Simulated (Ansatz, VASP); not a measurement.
**TaTc in VASP and in Ansatz**

INCAR

```
PREC = Accurate ; ENCUT = 500
EDIFF = 1E-6 ; ISMEAR = 1
SIGMA = 0.1 ; LREAL = F
LASPH = T ; NELM = 120
ALGO = Normal ; ISIF = 2
LWAVE = F ; LCHARG = F
GGA = CA ; NBANDS = 19
GGA_COMPAT = F
```

The input KPOINTS:

```
Automatic mesh
0
Gamma
  7 7 7
```

File POSCAR:

```
TaTc
1.0
    3.1145755770      0.0000000000      0.0000000000
    0.0000000000      3.1145755770      0.0000000000
    0.0000000000      0.0000000000      3.1145755770
Ta Tc
1 1
Direct
    0.0000000000      0.0000000000      0.0000000000
    0.5000000000      0.5000000000      0.5000000000
```

Input for Ansatz:

```yaml
crystal:
  lattice:
    - [3.1145755770486283, 0.0, 0.0]
    - [0.0, 3.1145755770486283, 0.0]
    - [0.0, 0.0, 3.1145755770486283]
  atoms:
    - { symbol: Ta, position: [0.0, 0.0, 0.0] }
    - { symbol: Tc, position: [0.5, 0.5, 0.5] }
basis:
  ecutwfc: 550.0
kpoints:
  mp_grid:
    grid: [7, 7, 7]
hamiltonian:
  xc: lda
scf:
  occupations:
    method: cold
    width: 0.1
output:
  stress: true
```

Alike in both runs: task single point; functional LDA; k mesh 7 × 7 × 7; no spin polarisation.

|  | VASP | Ansatz |
| --- | --- | --- |
| version | VASP 6.6.1 | Ansatz 0.2.0 |
| potentials or method | VASP PAW LDA potentials, release 64 (Ta_pv, Tc_pv), cutoff 500 eV | plane waves, PAW |
| occupations | methfessel-paxton of order 1, width 0.1 eV | cold, width 0.1 eV |
| valence electrons in the cell | 24 | 28 |

|  | VASP | Ansatz | Ansatz less VASP |
| --- | --- | --- | --- |
| pressure (GPa) | 5.7 | 5.0 | -0.67 |

LDA's correlation is that of Perdew and Zunger in VASP and of Perdew and Wang (1992) in Ansatz. VASP's potentials hold 24 valence electrons a cell and Ansatz's 28, so a difference there can come from the potentials and not from the codes.

Neither program's run includes spin-orbit coupling.
